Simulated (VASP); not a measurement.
MnO:

```
Mn O
1.0
     0.00000    2.22391    2.22391
     2.22391    0.00000    2.22391
     2.22391    2.22391    0.00000
Mn O
1 1
Direct
  0.00000 0.00000 0.00000
  0.50000 0.50000 0.50000
```

| Quantity | Value |
| --- | --- |
| Program | VASP 6.6.1 |
| Task | relaxation of cell and atoms |
| Functional | PBE |
| Dispersion | D3(BJ) |
| Potentials or basis | VASP PAW PBE potentials, release 64 (Mn_pv, O) |
| Cutoff | 600 eV |
| k mesh | 10 × 10 × 10 |
| Occupations | fermi-dirac, width 0.05 eV |
| Spin | collinear spin, ferromagnetic start |
| Starting moments | [4.0, 0.0] μB |

At the start: pressure 272.0 GPa; volume 11.00 Å³/atom.

Task: How do energy, volume and symmetry change on relaxing?

Result: Over 15 steps the energy falls by 18.6 meV/atom and the volume is 11.04 Å³/atom (+0.4 %); space group Fm-3m (No. 225, to 0.05 Å); moment 4.80 μB per cell.

The path:
```
step  energy change (eV)  largest force (eV/Å)  pressure (GPa)  volume (Å³)
   1              0.0000                0.0000          272.03        22.00
   2             36.2674                0.0000          -92.45       151.10
   3              8.1615                0.0000          -28.79        59.45
   4              3.6431                0.0000          -29.88        48.95
   5              1.4203                0.0000          -26.88        33.70
   6              0.4466                0.0000          -21.23        27.43
   7              0.1241                0.0000          -14.54        24.62
   8              0.0210                0.0000          -10.14        23.28
   9             -0.0156                0.0000           -7.82        22.63
  10             -0.0297                0.0000           -6.29        22.31
  11             -0.0355                0.0000           -5.27        22.16
  12             -0.0372                0.0000            2.19        22.08
  13             -0.0371                0.0000           -2.83        22.10
  14             -0.0372                0.0000           -0.69        22.09
  15             -0.0372                0.0000           -0.10        22.08
```

Final structure:
```
Mn O
1.0
     0.00000    2.22682    2.22682
     2.22682    0.00000    2.22682
     2.22682    2.22682    0.00000
Mn O
1 1
Cartesian
  0.0000 0.0000 0.0000
  2.2268 2.2268 2.2268
```

Caveat: a cell with one magnetic atom can't hold antiferromagnetic order, which such compounds often take; pairwise dispersion overbinds metals, which lowers pressure and volume.
